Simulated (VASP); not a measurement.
Write the native input for VASP 6.6.1 that does the following.

```
Task                   : single point
Functional             : PBE
Potentials or basis    : VASP PAW PBE potentials, release 64 (Ti_sv, O)
Cutoff                 : 520 eV
k mesh                 : 9 × 7 × 1
Occupations            : gaussian, width 0.1 eV
Spin                   : no spin polarisation
Dipole correction      : yes
Further INCAR settings : ALGO = Normal; EDIFF = 1e-06; NBANDS = 35
```

The structure of Ti4O lies in POSCAR:

```
Ti4O
1.0
    2.9075446938      0.0000000000      0.0000000000
    0.0000000000      4.1118891392      0.0000000000
    0.0000000000      0.0000000000     19.6535692687
Ti O
4 1
Direct
    0.5000000000      0.5000000000      0.2035253722
    0.0000000000      0.0000000000      0.2774952616
    0.5000000000      0.5000000000      0.3439484703
    0.0000000000      0.0000000000      0.4148645550
    0.0000000000      0.2000000000      0.4865452717
```

One way to write it, as run:

INCAR

```
SYSTEM = Ti4O
PREC = Accurate
ENCUT = 520
EDIFF = 1E-6
ISMEAR = 0
SIGMA = 0.1
LREAL = .False.
LASPH = .True.
NELM = 80
ALGO = Normal
ISIF = 2
LWAVE = .False.
LCHARG = .True.
LDIPOL = .True.
IDIPOL = 3
DIPOL = 0.5 0.5 0.345
GGA = PE
LELF = .True.
LVHAR = .True.
LVACPOTAV = .True.
NBANDS = 35
```

KPOINTS

```
Automatic mesh
0
Gamma
  9 7 1
  0 0 0
```

Potentials or basis: VASP PAW PBE potentials, release 64 (Ti_sv, O).

The run is started by

```sh
$ cat potpaw_PBE.64/Ti_sv/POTCAR potpaw_PBE.64/O/POTCAR > POTCAR
$ mpirun -np 1 vasp_std > vasp.out
```

Results of the run:

The largest force is 1.034 eV/Å. The band gap on the k mesh is zero (band 27 reaches -0.67 eV, above the bottom of band 28 at -1.21 eV).

Run time: 2.4 min on 1 thread of Intel(R) Xeon(R) 6975P-C (Granite Rapids), on a shared host, peak memory 0.4 GiB.
